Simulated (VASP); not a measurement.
# CoO (P6_3/mmc) in VASP: further runs

Runs on CoO. Level: r2SCAN. Tasks: single point.

Everything below comes from runs of VASP 6.6.1. Logs are shortened: lines on timing, memory, paths and dates and some standing lists are left out, and cuts for length are marked.

**1. The cell of the first run**

The structure is hexagonal, space group P6_3/mmc (No. 194). Conventional cell: a = 2.812 Å, b = 2.812 Å, c = 5.018 Å, α = 90.00°, β = 90.00°, γ = 120.00°. Within 2.7 Å of Co (site symmetry -3m) lie 6 O at 2.05 Å and 2 Co at 2.51 Å. Within 2.7 Å of O (site symmetry -6m2) lie 6 Co at 2.05 Å.

**2. Single point, r2SCAN**

Contents of POSCAR:

```
CoO
1.0
    2.8124637417      0.0000000000      0.0000000000
   -1.4062318708      2.4356650476      0.0000000000
    0.0000000000      0.0000000000      5.0182079781
Co O
2 2
Direct
    0.0000000000      0.0000000000      0.0000000000
    0.0000000000      0.0000000000      0.5000000000
    0.3333333333      0.6666666667      0.2500000000
    0.6666666667      0.3333333333      0.7500000000
```

Contents of INCAR.step1:

```
SYSTEM = CoO
  PREC = Accurate
  ENCUT = 520
  ISMEAR = 0
  SIGMA = 0.1
  LREAL = .False.
  LASPH = .True.
  NELM = 60
  NBANDS = 23
  GGA = PE
  ALGO = Normal
  EDIFF = 1E-4
  LWAVE = .True.
  LCHARG = .False.
```

Contents of INCAR.step2:

```
SYSTEM = CoO
  PREC = Accurate
  ENCUT = 520
  EDIFF = 1E-7
  ISMEAR = 0
  SIGMA = 0.1
  LREAL = .False.
  LASPH = .True.
  NELM = 60
  ALGO = Normal
  ISIF = 2
  LWAVE = .False.
  LCHARG = .True.
  METAGGA = R2SCAN
  LMIXTAU = .True.
  LELF = .True.
  LVHAR = .True.
  NBANDS = 23
  ISTART = 1
```

Contents of KPOINTS:

```
regular mesh
0
Gamma
  18 18 8
  0 0 0
```

Potentials or basis: VASP PAW PBE potentials, release 64 (Co, O).

On the command line:

```sh
> cat potpaw_PBE.64/Co/POTCAR potpaw_PBE.64/O/POTCAR > POTCAR
> cp INCAR.step1 INCAR
> mpirun -np 1 vasp_std > vasp.out
> cp INCAR.step2 INCAR
> mpirun -np 1 vasp_std > vasp.out
```

OUTCAR:

```text
SYSTEM = CoO
   PREC = Accurate
   ENCUT = 520
   EDIFF = 1E-7
   ISMEAR = 0
   LREAL = .False.
   LASPH = .True.
   NELM = 60
   ISIF = 2
   METAGGA = R2SCAN
   ISTART = 1

 ion  position               nearest neighbor table
   1  0.000  0.000  0.000-   3 2.05   4 2.05   4 2.05   3 2.05   4 2.05   3 2.05   2 2.51   2 2.51

   2  0.000  0.000  0.500-   3 2.05   4 2.05   4 2.05   3 2.05   4 2.05   3 2.05   1 2.51   1 2.51

   3  0.333  0.667  0.250-   1 2.05   2 2.05   1 2.05   2 2.05   1 2.05   2 2.05
   4  0.667  0.333  0.750-   1 2.05   2 2.05   1 2.05   2 2.05   1 2.05   2 2.05

  LATTYP: Found a hexagonal cell.
 ALAT       =     2.8124637417
 C/A-ratio  =     1.7842747281

  Lattice vectors:

 A1 = (   2.8124637417,   0.0000000000,   0.0000000000)
 A2 = (  -1.4062318708,   2.4356650476,   0.0000000000)
 A3 = (   0.0000000000,   0.0000000000,   5.0182079781)

Analysis of symmetry for initial positions (statically):
=====================================================================
 Subroutine PRICEL returns:
 Original cell was already a primitive cell.

 Routine SETGRP: Setting up the symmetry group for a
 hexagonal supercell.

 Subroutine GETGRP returns: Found 24 space group operations
 (whereof 12 operations were pure point group operations)
 out of a pool of 24 trial point group operations.

The static configuration has the point symmetry D_3d.
 The point group associated with its full space group is D_6h.

Analysis of symmetry for dynamics (positions and initial velocities):
=====================================================================
 Subroutine PRICEL returns:
 Original cell was already a primitive cell.

 Routine SETGRP: Setting up the symmetry group for a
 hexagonal supercell.

 Subroutine GETGRP returns: Found 24 space group operations
 (whereof 12 operations were pure point group operations)
 out of a pool of 24 trial point group operations.

The dynamic configuration has the point symmetry D_3d.
 The point group associated with its full space group is D_6h.

 Subroutine INISYM returns: Found 24 space group operations
 (whereof 12 operations are pure point group operations),
 and found     1 'primitive' translations

----------------------------------------------------------------------------------------

                                     Primitive cell
[... 93 lines left out ...]
   ENCUT  =  520.0 eV  38.22 Ry    6.18 a.u.   5.23  5.23  9.33*2*pi/ulx,y,z
   NELM   =     60;   NELMIN=  2; NELMDL=  0     # of ELM steps
   EDIFF  = 0.1E-06   stopping-criterion for ELM
   LREAL  =      F    real-space projection
   EDIFFG = 0.1E-05   stopping-criterion for IOM
   NSW    =      0    number of steps for IOM
   IBRION =     -1    ionic relax: 0-MD 1-quasi-New 2-CG
   NFREE  =      0    steps in history (QN), initial steepest desc. (CG)
   ISIF   =      2    stress and relaxation
   ISYM   =      2    0-nonsym 1-usesym 2-fastsym
   POTIM  = 0.5000    time-step for ionic-motion
   TEBEG  =    0.0;   TEEND  =   0.0 temperature during run
   PSTRESS=    0.0 pullay stress
   NELECT =      30.0000    total number of electrons
   NUPDOWN=      -1.0000    fix difference up-down
   EMIN   =  10.00;   EMAX   =-10.00  energy-range for DOS
   EFERMI =   0.00;   METHOD = LEGACY
   ISMEAR =     0;   SIGMA  =   0.10  broadening in eV -4-tet -1-fermi 0-gaus
   EFERMI_NEDOS =   21; number of points for ismear=-14 and -15
   IALGO  =     38    algorithm
   IMIX   =      4    mixing-type and parameters
     AMIX     =   0.40;   BMIX     =  1.00
     AMIX_MAG =   1.60;   BMIX_MAG =  1.00
  volume/ion in A,a.u.               =       8.59        57.99
  Fermi-wavevector in a.u.,A,eV,Ry     =   1.564459  2.956399 33.300696  2.447532
  Thomas-Fermi vector in A             =   2.667080
   LORBIT       =      0    0 simple, 1 ext, 2 COOP (PROOUT), +10 PAW based schemes
   METAGGA = R2SCAN    functional components
   LHFCALC =     F    Hartree Fock is set to
   AEXX    =    0.0000 exact exchange contribution
   IVDW    =     0    specifies the selected vdW correction
   LEPSILON=     F    determine dielectric tensor
   LRPA    =     F    only Hartree local field effects (RPA)
 non-spin polarized calculation
 Gauss-broadening in eV      SIGMA  =   0.10
  energy-cutoff  :      520.00
  volume of cell :       34.38
 maximum number of plane-waves:       942
 NGX is ok and might be reduce to    24
   NGX = 11   NGY = 11   NGZ = 19

 number of electron      29.9999997 magnetization

 Free energy of the ion-electron system (eV)
  ---------------------------------------------------
  ext. energy  EPLUGINS =         0.00000000
  ---------------------------------------------------
  free energy    TOTEN  =       -40.64018899 eV

  energy without entropy =      -40.62055910  energy(sigma->0) =      -40.63037404

 E-fermi :   9.6300     XC(G=0): -13.8618

 val. band max:        9.6275568373   @ k =   0.2222  -0.0000   0.3750
 cond. band min:       9.6305064141   @ k =   0.0000   0.0000   0.3750
 fundamental gap:      0.0029495768
 Fermi energy:         9.6299826100

 k-point     1 :       0.0000    0.0000    0.0000
  band No.  band energies     occupation
      1     -13.2608      2.00000
      2     -12.0477      2.00000
      3      -0.0803      2.00000
      4       3.3608      2.00000
      5       3.3608      2.00000
      6       4.8348      2.00000
[... 613 lines left out ...]
     22      20.5496      0.00000
     23      22.1154      0.00000

 [... further k-points ...]

------------------------ aborting loop because EDIFF is reached ----------------------------------------

  FORCE on cell =-STRESS in cart. coord.  units (eV):
  Direction    XX          YY          ZZ          XY          YZ          ZX
  --------------------------------------------------------------------------------------
  -------------------------------------------------------------------------------------
  Total       -1.0280618     -1.0280618     -1.0488899     -0.0000000      0.0000000     -0.0000000
  in kB      -47.9155715    -47.9155715    -48.8863183     -0.0000000      0.0000000     -0.0000000
  external PRESSURE =     -48.2391538 kB  Pullay stress =       0.0000000 kB

 VOLUME and BASIS-vectors are now :
 -----------------------------------------------------------------------------
  energy-cutoff  :      520.00
  volume of cell :       34.38
      direct lattice vectors                 reciprocal lattice vectors
     2.812463742  0.000000000  0.000000000     0.355560139  0.205282742  0.000000000
    -1.406231871  2.435665048  0.000000000     0.000000000  0.410565484  0.000000000
     0.000000000  0.000000000  5.018207978     0.000000000  0.000000000  0.199274323

 POSITION                                       TOTAL-FORCE (eV/Angst)
 -----------------------------------------------------------------------------------
      0.00000      0.00000      0.00000        -0.000000      0.000000     -0.000000
      0.00000      0.00000      2.50910        -0.000000      0.000000     -0.000000
     -0.00000      1.62378      1.25455         0.000000      0.000000      0.000000
      1.40623      0.81189      3.76366         0.000000     -0.000000     -0.000000
 -----------------------------------------------------------------------------------
    total drift:                               -0.000000      0.000000     -0.000000

  FREE ENERGIE OF THE ION-ELECTRON SYSTEM (eV)
  ---------------------------------------------------
  free  energy   TOTEN  =       -40.6401889859 eV

  energy  without entropy=      -40.6205591014  energy(sigma->0) =      -40.63037404
```

It took 9.3 min on 1 thread of Intel Xeon Platinum 8259CL at 2.50GHz (Skylake/Cascade Lake), shared host; peak memory 0.26 GiB.

What came out:

```
Free energy            : -40.6402 eV
Pressure               : -4.8 GPa
Band gap on the k mesh : zero (bands 15 and 16 overlap by 1.12 eV)
```

Stress tensor (GPa, compression positive):
```
-4.79  0.00  0.00
 0.00 -4.79  0.00
 0.00  0.00 -4.89
```

Caveat: the cell stands under tension; the PAW data sets were made with another functional, which shifts forces and pressure a little; the run has no spin polarisation, though such a crystal can be magnetic; semilocal functionals often make such compounds metallic where correlation or magnetic order opens a gap, which also shifts bond lengths.

**3. Single point, r2SCAN**

This run uses another cell than the first one, of 9.34 Å³/atom.

Contents of POSCAR:

```
CoO
1.0
    2.8917294399      0.0000000000      0.0000000000
   -1.4458647199      2.5043111559      0.0000000000
    0.0000000000      0.0000000000      5.1596397602
Co O
2 2
Direct
    0.0000000000      0.0000000000      0.0000000000
    0.0000000000      0.0000000000      0.5000000000
    0.3333333333      0.6666666667      0.2500000000
    0.6666666667      0.3333333333      0.7500000000
```

Contents of INCAR.step1:

```
SYSTEM = CoO
PREC = Accurate
ENCUT = 520
ISMEAR = 0
SIGMA = 0.1
LREAL = .FALSE.
LASPH = .TRUE.
NELM = 100
NBANDS = 23
GGA = PE
ALGO = Normal
EDIFF = 1E-4
LWAVE = .TRUE.
LCHARG = .FALSE.
```

Contents of INCAR.step2:

```
SYSTEM = CoO
PREC = Accurate
ENCUT = 520
EDIFF = 1E-6
ISMEAR = 0
SIGMA = 0.1
LREAL = .FALSE.
LASPH = .TRUE.
NELM = 100
ALGO = Normal
ISIF = 2
LWAVE = .FALSE.
LCHARG = .FALSE.
METAGGA = R2SCAN
LMIXTAU = .TRUE.
NBANDS = 23
ISTART = 1
```

Contents of KPOINTS:

```
Automatic mesh
0
G
  18 18 8
  0 0 0
```

Potentials or basis: VASP PAW PBE potentials, release 64 (Co, O).

On the command line:

```sh
> cat potpaw_PBE.64/Co/POTCAR potpaw_PBE.64/O/POTCAR > POTCAR
> cp INCAR.step1 INCAR
> mpirun -np 1 vasp_std > vasp.out
> cp INCAR.step2 INCAR
> mpirun -np 1 vasp_std > vasp.out
```

Wall time 9.1 min (1 thread of Intel Xeon Platinum 8259CL at 2.50GHz (Skylake/Cascade Lake), shared host); peak memory 0.27 GiB.

The run converged. Its results:

```yaml
Free_energy: -40.3930 eV
Pressure: -20.8 GPa
Band_gap_on_the_k_mesh: zero (bands 15 and 16 overlap by 1.00 eV)
```

Stress tensor (GPa, compression positive):
```
-19.40   0.00   0.00
  0.00 -19.40   0.00
  0.00   0.00 -23.60
```

Levels at points of the mesh, in eV from the Fermi level:
```tsv
k point	band 12	band 13	band 14	band 15	band 16	band 17	band 18	band 19
(0.00, 0.00, 0.00)	-1.71	-1.71	-0.51	-0.51	-0.43	1.32	1.32	1.68
(0.50, 0.00, 0.00)	-0.90	-0.89	-0.53	-0.42	-0.07	1.47	1.56	6.46
(0.00, 0.00, 0.50)	-1.61	-1.61	-1.61	0.44	0.44	0.44	0.44	4.30
(0.50, 0.00, 0.50)	-0.90	-0.85	-0.85	0.51	0.51	0.75	0.75	6.61
```

Caveat: the cell stands under tension; the PAW data sets were made with another functional, which shifts forces and pressure a little; the run has no spin polarisation, though such a crystal can be magnetic; semilocal functionals often make such compounds metallic where correlation or magnetic order opens a gap, which also shifts bond lengths. Spin polarisation is off, so any magnetic state and its effect on volume and gap are missing.

**4. Single point, r2SCAN**

This run uses another cell than the first one, of 9.71 Å³/atom.

Contents of POSCAR:

```
CoO
1.0
    2.9297828754      0.0000000000      0.0000000000
   -1.4648914377      2.5372663977      0.0000000000
    0.0000000000      0.0000000000      5.2275375434
Co O
2 2
Direct
    0.0000000000      0.0000000000      0.0000000000
    0.0000000000      0.0000000000      0.5000000000
    0.3333333333      0.6666666667      0.2500000000
    0.6666666667      0.3333333333      0.7500000000
```

Contents of INCAR.step1:

```
PREC = Accurate
ENCUT = 520
ISMEAR = 0
SIGMA = 0.1
LREAL = False
LASPH = True
NELM = 100
NBANDS = 23
GGA = PE
ALGO = Normal
EDIFF = 1E-4
LWAVE = True
LCHARG = False
```

Contents of INCAR.step2:

```
PREC = Accurate
ENCUT = 520
EDIFF = 1E-6
ISMEAR = 0
SIGMA = 0.1
LREAL = False
LASPH = True
NELM = 100
ALGO = Normal
ISIF = 2
LWAVE = False
LCHARG = False
METAGGA = R2SCAN
LMIXTAU = True
NBANDS = 23
ISTART = 1
```

Contents of KPOINTS:

```
regular mesh
0
Gamma
  18 18 8
```

Potentials or basis: VASP PAW PBE potentials, release 64 (Co, O).

On the command line:

```sh
> cat potpaw_PBE.64/Co/POTCAR potpaw_PBE.64/O/POTCAR > POTCAR
> cp INCAR.step1 INCAR
> mpirun -np 1 vasp_std > vasp.out
> cp INCAR.step2 INCAR
> mpirun -np 1 vasp_std > vasp.out
```

OUTCAR:

```text
PREC = Accurate
   ENCUT = 520
   EDIFF = 1E-6
   ISMEAR = 0
   LREAL = False
   LASPH = True
   NELM = 100
   ISIF = 2
   METAGGA = R2SCAN
   ISTART = 1

 ion  position               nearest neighbor table
   1  0.000  0.000  0.000-   3 2.14   4 2.14   4 2.14   3 2.14   4 2.14   3 2.14   2 2.61   2 2.61

   2  0.000  0.000  0.500-   3 2.14   4 2.14   4 2.14   3 2.14   4 2.14   3 2.14   1 2.61   1 2.61

   3  0.333  0.667  0.250-   1 2.14   2 2.14   1 2.14   2 2.14   1 2.14   2 2.14
   4  0.667  0.333  0.750-   1 2.14   2 2.14   1 2.14   2 2.14   1 2.14   2 2.14

  LATTYP: Found a hexagonal cell.
 ALAT       =     2.9297828754
 C/A-ratio  =     1.7842747281

  Lattice vectors:

 A1 = (   2.9297828754,   0.0000000000,   0.0000000000)
 A2 = (  -1.4648914377,   2.5372663977,   0.0000000000)
 A3 = (   0.0000000000,   0.0000000000,   5.2275375434)

Analysis of symmetry for initial positions (statically):
=====================================================================
 Subroutine PRICEL returns:
[... 175 lines left out ...]

  energy without entropy =      -40.14897336  energy(sigma->0) =      -40.16179349

 E-fermi :   7.7143     XC(G=0): -13.0627

 val. band max:        7.7094435126   @ k =   0.1667   0.1111   0.5000
 cond. band min:       7.7147271752   @ k =   0.2778   0.2222   0.0000
 fundamental gap:      0.0052836626
 Fermi energy:         7.7142958404

 k-point     1 :       0.0000    0.0000    0.0000
  band No.  band energies     occupation
      1     -13.9205      2.00000
      2     -12.9887      2.00000
      3      -0.7552      2.00000
      4       2.3933      2.00000
      5       2.3933      2.00000
      6       3.6023      2.00000
[... 613 lines left out ...]
     22      17.9945      0.00000
     23      19.3960      0.00000

 [... further k-points ...]

------------------------ aborting loop because EDIFF is reached ----------------------------------------

  FORCE on cell =-STRESS in cart. coord.  units (eV):
  Direction    XX          YY          ZZ          XY          YZ          ZX
  --------------------------------------------------------------------------------------
  -------------------------------------------------------------------------------------
  Total       -5.9066470     -5.9066470     -7.2963976      0.0000000     -0.0000000      0.0000000
  in kB     -243.5302609   -243.5302609   -300.8294933      0.0000000     -0.0000000      0.0000000
  external PRESSURE =    -262.6300050 kB  Pullay stress =       0.0000000 kB

 VOLUME and BASIS-vectors are now :
 -----------------------------------------------------------------------------
  energy-cutoff  :      520.00
  volume of cell :       38.86
      direct lattice vectors                 reciprocal lattice vectors
     2.929782875  0.000000000  0.000000000     0.341322222  0.197062477  0.000000000
    -1.464891438  2.537266398  0.000000000     0.000000000  0.394124953  0.000000000
     0.000000000  0.000000000  5.227537543     0.000000000  0.000000000  0.191294657

 POSITION                                       TOTAL-FORCE (eV/Angst)
 -----------------------------------------------------------------------------------
      0.00000      0.00000      0.00000         0.000000      0.000000      0.000000
      0.00000      0.00000      2.61377         0.000000      0.000000      0.000000
     -0.00000      1.69151      1.30688        -0.000000      0.000000      0.000000
      1.46489      0.84576      3.92065         0.000000     -0.000000     -0.000000
 -----------------------------------------------------------------------------------
    total drift:                               -0.000000      0.000000     -0.000000

  FREE ENERGIE OF THE ION-ELECTRON SYSTEM (eV)
  ---------------------------------------------------
  free  energy   TOTEN  =       -40.1746136291 eV

  energy  without entropy=      -40.1489733581  energy(sigma->0) =      -40.16179349
```

OSZICAR.step1:

```text
N       E                     dE             d eps       ncg     rms          rms(c)
DAV:   1     0.239789257047E+03    0.23979E+03   -0.14138E+04  8614   0.160E+03
DAV:   2    -0.560863636398E+01   -0.24540E+03   -0.22378E+03  8993   0.346E+02
DAV:   3    -0.291579315050E+02   -0.23549E+02   -0.22392E+02 10085   0.123E+02
DAV:   4    -0.297119449825E+02   -0.55401E+00   -0.55180E+00  9639   0.201E+01
DAV:   5    -0.297299828470E+02   -0.18038E-01   -0.18036E-01 11473   0.334E+00    0.174E+01
DAV:   6    -0.303824991944E+02   -0.65252E+00   -0.31549E+01 11552   0.875E+01    0.245E+01
DAV:   7    -0.253333348936E+02    0.50492E+01   -0.25497E+01  9966   0.837E+01    0.636E+00
DAV:   8    -0.252887355472E+02    0.44599E-01   -0.19872E+00 11422   0.168E+01    0.224E+00
DAV:   9    -0.252898070058E+02   -0.10715E-02   -0.12802E-01  9393   0.341E+00    0.810E-01
DAV:  10    -0.252799884685E+02    0.98185E-02   -0.19221E-02 11858   0.275E+00    0.176E-01
DAV:  11    -0.252803986320E+02   -0.41016E-03   -0.29507E-03 10776   0.453E-01    0.953E-02
DAV:  12    -0.252803332542E+02    0.65378E-04   -0.10217E-04  6120   0.142E-01
   1 F= -.25280333E+02 E0= -.25256563E+02  d E =-.475411E-01
```

Wall time 9.3 min (1 thread of Intel Xeon Platinum 8259CL at 2.50GHz (Skylake/Cascade Lake), shared host); peak memory 0.28 GiB.

Results:

```
Free energy            : -40.1746 eV
Pressure               : -26.3 GPa
Band gap on the k mesh : zero (bands 15 and 16 overlap by 0.97 eV)
```

Stress tensor (GPa, compression positive):
```
-24.35   0.00   0.00
  0.00 -24.35   0.00
  0.00   0.00 -30.08
```

Levels at points of the mesh, in eV from the Fermi level:
```tsv
k point	band 11	band 12	band 13	band 14	band 15	band 16	band 17	band 18	band 19	band 20
(0.00, 0.00, 0.00)	-1.79	-1.62	-1.62	-0.46	-0.46	-0.44	1.27	1.27	1.49	6.27
(0.50, 0.00, 0.00)	-0.93	-0.87	-0.86	-0.53	-0.38	-0.10	1.41	1.50	6.35	8.87
(0.00, 0.00, 0.50)	-1.53	-1.53	-1.53	-1.53	0.44	0.44	0.44	0.44	4.09	4.09
(0.50, 0.00, 0.50)	-0.87	-0.87	-0.83	-0.83	0.50	0.50	0.70	0.70	6.47	6.47
```

Caveat: the stress differs along the axes, from -30 to -24 GPa; the PAW data sets were made with another functional, which shifts forces and pressure a little; the run has no spin polarisation, though such a crystal can be magnetic; semilocal functionals often make such compounds metallic where correlation or magnetic order opens a gap, which also shifts bond lengths. With open d or f shells a metallic result of r2SCAN can be an artefact of self-interaction; +U or a hybrid may open a gap.

**5. Overview**

```tsv
cell	gap on the mesh (eV)	pressure (GPa)
a = 2.812, b = 2.812, c = 5.018 Å, angles 90.0, 90.0, 120.0°, 4 atoms	none	-4.8
a = 2.892, b = 2.892, c = 5.160 Å, angles 90.0, 90.0, 120.0°, 4 atoms	none	-20.8
a = 2.930, b = 2.930, c = 5.228 Å, angles 90.0, 90.0, 120.0°, 4 atoms	none	-26.3
```

Alike in all rows: task single point; level r2SCAN; potentials or basis VASP PAW PBE potentials, release 64 (Co, O); no spin polarisation; k mesh 18 × 18 × 8; cutoff (eV) 520; smearing gaussian 0.1 eV.

Caveats: the PAW data sets were made with another functional, which shifts forces and pressure a little; the run has no spin polarisation, though such a crystal can be magnetic; semilocal functionals often make such compounds metallic where correlation or magnetic order opens a gap, which also shifts bond lengths; the cell stands under tension (at least some runs); the stress differs along the axes, from -30 to -24 GPa (at least some runs).

Total energies depend on the potentials used, so only differences within one code and one set of settings carry meaning.
